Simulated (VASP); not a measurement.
# VN2 (I4/mcm) in VASP: notebook, part 3 of 3

VASP 6.6.1.

### 4 Single point, PBE (7.91 Å³/atom)

This run uses another cell than the first one, of 7.91 Å³/atom.

Input file INCAR:

```
SYSTEM = VN2
  PREC = Accurate
  ENCUT = 520
  EDIFF = 1E-6
  ISMEAR = 0
  SIGMA = 0.1
  LREAL = .False.
  LASPH = .True.
  NELM = 80
  ALGO = Normal
  ISIF = 2
  LWAVE = .False.
  LCHARG = .False.
  GGA = PE
  NBANDS = 32
```

Input file KPOINTS:

```
regular mesh
0
Gamma
  12 12 12
  0 0 0
```

Input file POSCAR:

```
VN2
1.0
   -2.1728236540      2.1728236540      2.5131062121
    2.1728236540     -2.1728236540      2.5131062121
    2.1728236540      2.1728236540     -2.5131062121
V N
2 4
Direct
    0.2500000000      0.2500000000      0.0000000000
    0.7500000000      0.7500000000      0.0000000000
    0.1127604206      0.6127604206      0.7255208413
    0.6127604206      0.8872395794      0.5000000000
    0.8872395794      0.3872395794      0.2744791587
    0.3872395794      0.1127604206      0.5000000000
```

Potentials or basis: VASP PAW PBE potentials, release 64 (V_sv, N).

Command:

```bash
> cat potpaw_PBE.64/V_sv/POTCAR potpaw_PBE.64/N/POTCAR > POTCAR
> mpirun -np 1 vasp_std > vasp.out
```

OUTCAR:

```text
SYSTEM = VN2
   PREC = Accurate
   ENCUT = 520
   EDIFF = 1E-6
   ISMEAR = 0
   LREAL = .False.
   LASPH = .True.
   NELM = 80
   ISIF = 2
   GGA = PE

 ion  position               nearest neighbor table
   1  0.250  0.250  0.000-   3 2.16   5 2.16   4 2.16   6 2.16   6 2.16   4 2.16   3 2.16   5 2.16
                             2 2.51   2 2.51
   2  0.750  0.750  0.000-   3 2.16   5 2.16   4 2.16   6 2.16   4 2.16   6 2.16   5 2.16   3 2.16
                             1 2.51   1 2.51
   3  0.113  0.613  0.726-   5 1.39   2 2.16   1 2.16   1 2.16   2 2.16
   4  0.613  0.887  0.500-   6 1.39   2 2.16   1 2.16   2 2.16   1 2.16
   5  0.887  0.387  0.274-   3 1.39   2 2.16   1 2.16   2 2.16   1 2.16
   6  0.387  0.113  0.500-   4 1.39   1 2.16   2 2.16   1 2.16   2 2.16

  LATTYP: Found a body centered tetragonal cell.
 ALAT       =     4.3456473080
 C/A-ratio  =     1.1566084562

  Lattice vectors:

 A1 = (  -2.1728236540,   2.1728236540,   2.5131062121)
 A2 = (   2.1728236540,  -2.1728236540,   2.5131062121)
 A3 = (   2.1728236540,   2.1728236540,  -2.5131062121)

Analysis of symmetry for initial positions (statically):
=====================================================================
 Subroutine PRICEL returns:
 Original cell was already a primitive cell.

 Routine SETGRP: Setting up the symmetry group for a
 body centered tetragonal supercell.

 Subroutine GETGRP returns: Found 16 space group operations
 (whereof  8 operations were pure point group operations)
 out of a pool of 16 trial point group operations.

The static configuration has the point symmetry C_4h.
 The point group associated with its full space group is D_4h.

Analysis of symmetry for dynamics (positions and initial velocities):
=====================================================================
 Subroutine PRICEL returns:
 Original cell was already a primitive cell.

 Routine SETGRP: Setting up the symmetry group for a
 body centered tetragonal supercell.

 Subroutine GETGRP returns: Found 16 space group operations
 (whereof  8 operations were pure point group operations)
[... 131 lines left out ...]
     AMIX_MAG =   1.60;   BMIX_MAG =  1.00
  volume/ion in A,a.u.               =       7.91        53.38
  Fermi-wavevector in a.u.,A,eV,Ry     =   1.620146  3.061632 35.713570  2.624873
  Thomas-Fermi vector in A             =   2.714132
   LORBIT       =      0    0 simple, 1 ext, 2 COOP (PROOUT), +10 PAW based schemes
   GGA     = PE    functional components
   LHFCALC =     F    Hartree Fock is set to
   AEXX    =    0.0000 exact exchange contribution
   IVDW    =     0    specifies the selected vdW correction
   LEPSILON=     F    determine dielectric tensor
   LRPA    =     F    only Hartree local field effects (RPA)
 non-spin polarized calculation
 Gauss-broadening in eV      SIGMA  =   0.10
  energy-cutoff  :      520.00
  volume of cell :       47.46
 maximum number of plane-waves:      1306
 NGX is ok and might be reduce to    30
   NGX = 15   NGY = 15   NGZ = 15

 number of electron      46.0000011 magnetization

 Free energy of the ion-electron system (eV)
  ---------------------------------------------------
  ext. energy  EPLUGINS =         0.00000000
  ---------------------------------------------------
  free energy    TOTEN  =       -53.32283279 eV

  energy without entropy =      -53.30932224  energy(sigma->0) =      -53.31607752

 E-fermi :  10.9962     XC(G=0): -13.4887

 val. band max:       10.9915938825   @ k =   0.4167   0.0833   0.0833
 cond. band min:      10.9986719029   @ k =   0.5000   0.5000  -0.0000
 fundamental gap:      0.0070780204
 Fermi energy:        10.9962335132

 k-point     1 :       0.0000    0.0000    0.0000
  band No.  band energies     occupation
      1     -54.5976      2.00000
      2     -54.4532      2.00000
      3     -28.6429      2.00000
      4     -28.4459      2.00000
      5     -28.4459      2.00000
      6     -28.4392      2.00000
[... 829 lines left out ...]
     31      13.8928      0.00000
     32      14.5411      0.00000

 [... further k-points ...]
[... 5 lines left out ...]
  --------------------------------------------------------------------------------------
  -------------------------------------------------------------------------------------
  Total       -2.3390967     -2.3390967     -2.3812440      0.0000000     -0.0000000      0.0000000
  in kB      -78.9657867    -78.9657867    -80.3886408      0.0000000     -0.0000000      0.0000000
  external PRESSURE =     -79.4400714 kB  Pullay stress =       0.0000000 kB

 VOLUME and BASIS-vectors are now :
 -----------------------------------------------------------------------------
  energy-cutoff  :      520.00
  volume of cell :       47.46
      direct lattice vectors                 reciprocal lattice vectors
    -2.172823654  2.172823654  2.513106212     0.000000000  0.230115315  0.198956971
     2.172823654 -2.172823654  2.513106212     0.230115315  0.000000000  0.198956971
     2.172823654  2.172823654 -2.513106212     0.230115315  0.230115315  0.000000000

 POSITION                                       TOTAL-FORCE (eV/Angst)
 -----------------------------------------------------------------------------------
      0.00000      0.00000      1.25655        -0.000000      0.000000      0.000000
      0.00000      0.00000      3.76966         0.000000      0.000000      0.000000
      2.66284      0.49002     -0.00000         0.034162      0.034162      0.000000
      1.68281      0.49002      2.51311        -0.034162      0.034162      0.000000
     -0.49002      1.68281      2.51311        -0.034162     -0.034162     -0.000000
      0.49002      1.68281      0.00000         0.034162     -0.034162      0.000000
 -----------------------------------------------------------------------------------
    total drift:                                0.000000     -0.000000      0.000000

  FREE ENERGIE OF THE ION-ELECTRON SYSTEM (eV)
  ---------------------------------------------------
  free  energy   TOTEN  =       -53.3228327936 eV

  energy  without entropy=      -53.3093222394  energy(sigma->0) =      -53.31607752
```

OSZICAR:

```text
N       E                     dE             d eps       ncg     rms          rms(c)
DAV:   1     0.573285281016E+03    0.57329E+03   -0.26440E+04 10480   0.163E+03
DAV:   2    -0.220389790004E+02   -0.59532E+03   -0.55408E+03 11584   0.510E+02
DAV:   3    -0.649089830894E+02   -0.42870E+02   -0.41650E+02 11656   0.143E+02
DAV:   4    -0.659203816953E+02   -0.10114E+01   -0.10039E+01 13400   0.203E+01
DAV:   5    -0.659384181459E+02   -0.18036E-01   -0.18019E-01 11936   0.250E+00    0.393E+01
DAV:   6    -0.617633170394E+02    0.41751E+01   -0.90615E+01 12456   0.764E+01    0.292E+01
DAV:   7    -0.544295650839E+02    0.73338E+01   -0.41111E+01 11328   0.670E+01    0.164E+01
DAV:   8    -0.533860309311E+02    0.10435E+01   -0.39844E+00 10632   0.168E+01    0.460E+00
DAV:   9    -0.533357117867E+02    0.50319E-01   -0.35898E-01 13032   0.535E+00    0.135E+00
DAV:  10    -0.533225196261E+02    0.13192E-01   -0.72791E-02 10968   0.265E+00    0.638E-01
DAV:  11    -0.533249247819E+02   -0.24052E-02   -0.73535E-03 10840   0.931E-01    0.495E-01
DAV:  12    -0.533229214487E+02    0.20033E-02   -0.50182E-03 11064   0.808E-01    0.995E-02
DAV:  13    -0.533228677479E+02    0.53701E-04   -0.33665E-04 10488   0.136E-01    0.521E-02
DAV:  14    -0.533228331443E+02    0.34604E-04   -0.63117E-05 12784   0.586E-02    0.955E-03
DAV:  15    -0.533228327936E+02    0.35070E-06   -0.52506E-06  9328   0.178E-02
   1 F= -.53322833E+02 E0= -.53316078E+02  d E =-.135106E-01
```

stdout:

```text
POSCAR found type information on POSCAR V N
 POSCAR found :  2 types and       6 ions
 scaLAPACK will be used
 LDA part: xc-table for (Slater+PW92), standard interpolation
 POSCAR, INCAR and KPOINTS ok, starting setup
 FFT: planning ... GRIDC
 FFT: planning ... GRID_SOFT
 FFT: planning ... GRID
 WAVECAR not read
 entering main loop
```

Wall time 2.5 min (1 thread of Intel Xeon Platinum 8488C (Sapphire Rapids), shared host); peak memory 0.31 GiB.

Results:

```yaml
Free_energy: -53.3228 eV
Pressure: -7.9 GPa
Largest_force: 0.048 eV/Å
Band_gap_on_the_k_mesh: zero (bands 23 and 24 overlap by 0.34 eV)
```

Forces on the atoms (eV/Å):
```
V    0.000  0.000  0.000
V    0.000  0.000  0.000
N    0.034  0.034  0.000
N   -0.034  0.034  0.000
N   -0.034 -0.034  0.000
N    0.034 -0.034  0.000
```

Levels at points of the mesh, in eV from the Fermi level:
```tsv
k point	band 19	band 20	band 21	band 22	band 23	band 24	band 25	band 26	band 27	band 28
(0.00, 0.00, 0.00)	-3.13	-2.80	-2.51	-2.42	-2.42	0.73	0.93	0.93	1.18	1.85
(0.50, 0.00, 0.00)	-3.21	-3.21	-2.95	-2.95	0.15	0.15	0.70	0.70	0.97	0.97
(0.50, 0.50, 0.00)	-4.62	-4.53	-2.62	-2.50	-1.22	0.00	0.80	1.06	1.72	2.03
(0.50, 0.50, 0.50)	-4.53	-1.94	-1.94	-0.21	-0.18	-0.15	-0.06	0.03	1.75	1.75
```

Caveat: the cell stands under tension; the run has no spin polarisation, though such a crystal can be magnetic.

### 5 Summary

```csv
cell,gap on the mesh (eV),pressure (GPa),largest force (eV/Å)
"a = 3.849 Å, angles 113.4, 113.4, 101.9°, 6 atoms, atomic positions A",none,23.0,0.04
"a = 3.890 Å, angles 113.5, 113.5, 101.7°, 6 atoms, atomic positions B",none,10.9,0.04
"a = 3.970 Å, angles 113.6, 113.6, 101.4°, 6 atoms, atomic positions C",none,-7.9,0.05
```

Alike in all rows: task single point; level PBE; potentials or basis VASP PAW PBE potentials, release 64 (V_sv, N); no spin polarisation; k mesh 12 × 12 × 12; cutoff (eV) 520; smearing gaussian 0.1 eV.

Caveats: the run has no spin polarisation, though such a crystal can be magnetic; the cell stands under pressure (at least some runs); the cell stands under tension (at least some runs).

Absolute energies hang on the potentials; compare differences alone.
